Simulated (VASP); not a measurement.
Here is a VASP 6.6.1 calculation.

The input INCAR:

```
SYSTEM = Ti
PREC = Accurate
ENCUT = 520
EDIFF = 1E-8
ISMEAR = -1
SIGMA = 0.05
LREAL = .False.
LASPH = .True.
NELM = 60
ALGO = Normal
ISIF = 2
LWAVE = .False.
LCHARG = .False.
LEFG = .True.
NBANDS = 12
```

KPOINTS

```
Automatic mesh
0
Gamma
  15 15 15
  0 0 0
```

File POSCAR:

```
Ti
1.0
    0.0609000000      2.0604500000      2.0604500000
    2.0604500000      0.0609000000      2.0604500000
    2.0604500000      2.0604500000      0.0609000000
Ti
1
Direct
    0.0000000000      0.0000000000      0.0000000000
```

Potentials or basis: VASP PAW LDA potentials, release 64 (Ti_sv).

The run is started by

```console
$ cat potpaw_LDA.64/Ti_sv/POTCAR > POTCAR
$ mpirun -np 1 vasp_std > vasp.out
```

**Question.** Estimate the band gap on the k mesh.

**Answer.** Zero (band 6 reaches 9.11 eV, above the bottom of band 7 at 8.04 eV).

**Question.** What does it give for the pressure?

**Answer.** -4.9 GPa.

Electric field gradients, principal values (V/Å²):
| atom | least | middle | greatest (by size) |
| --- | --- | --- | --- |
| 1 Ti | 5.960 | 5.960 | -11.919 |

Caveat: the cell differs from its parent crystal (equal xy, yz and zx shear strains of +3 %); without QUAD_EFG the Cq values of the log hold for a quadrupole moment of 1 mb, not for the nuclei.
